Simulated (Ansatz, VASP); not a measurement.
GaP: VASP beside Ansatz

```
Ga P
1.0
     0.00000    2.72525    2.92964
     2.72525    0.00000    2.92964
     2.72525    2.72525    0.00000
Ga P
1 1
Direct
  0.00000 0.00000 0.00000
  0.75000 0.75000 0.75000
```

Change from the starting cell: strain +0.0750 x Voigt [0, 0, 1, 0, 0, 0], atoms carried along.

Alike in both runs: task single point; functional r2SCAN; k mesh 8 × 8 × 8; occupations gaussian, width 0.05 eV; no spin polarisation.

|  | VASP | Ansatz |
| --- | --- | --- |
| version | VASP 6.6.1 | Ansatz 0.2.0 |
| potentials or method | VASP PAW PBE potentials, release 64 (Ga_d, P), cutoff 520 eV | scalar-relativistic, plane waves, PAW |
| valence electrons in the cell | 18 | 18 |

|  | VASP | Ansatz | Ansatz less VASP |
| --- | --- | --- | --- |
| gap on the k mesh at the Fermi level (eV) | 1.52 | 1.53 | +0.019 |
| least direct gap on the mesh (eV) | 1.52 | 1.53 | +0.019 |
| pressure (GPa) | -5.5 | -5.4 | +0.07 |
| traceless stress, the component that is largest in VASP (GPa) | -4.29 | -4.29 | +0.004 |

VASP's potentials were made for PBE, not for r2SCAN.
